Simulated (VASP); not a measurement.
MoS2, 3 atoms in the cell. Symmetry: R3m, No. 160, trigonal system. Conventional cell: a = 2.967 Å, b = 2.967 Å, c = 20.315 Å, α = 90.00°, β = 90.00°, γ = 120.00°. Within 3.2 Å of Mo (site symmetry 3m) lie 6 S at 2.46 Å and 6 Mo at 2.97 Å. S (site symmetry 3m) has 3 Mo at 2.46 Å and 6 S at 2.97 Å within 3.2 Å. Within 3.2 Å of S (site symmetry 3m) lie 3 Mo at 2.46 Å and 6 S at 2.97 Å.  This cell differs from its parent crystal: ratio of the length along z to the lengths across it x 1.2, volume and fractional coordinates fixed.

* Program: VASP 6.6.1
* Task: single point
* Functional: PBE
* Dispersion: D3(BJ)
* Potentials or basis: VASP PAW PBE potentials, release 64 (Mo_sv, S)
* Cutoff: 520 eV
* k mesh: 12 × 12 × 12
* Occupations: gaussian, width 0.05 eV
* Spin: no spin polarisation
* Dipole correction: no
* Further INCAR settings: ALGO = Normal; EDIFF = 1e-06; NBANDS = 20

Potentials or basis: VASP PAW PBE potentials, release 64 (Mo_sv, S).

Run with:

```sh
$ cat potpaw_PBE.64/Mo_sv/POTCAR potpaw_PBE.64/S/POTCAR > POTCAR
$ mpirun -np 1 vasp_std > vasp.out
```

Hardware: 1 thread of Intel(R) Xeon(R) 6975P-C (Granite Rapids), on a shared host.

Question: Estimate the wall time of this run.

Answer: Run time: 6.9 min on 1 thread of Intel(R) Xeon(R) 6975P-C (Granite Rapids), on a shared host, peak memory 0.47 GiB. Counts: scf iterations 14, k points 189.
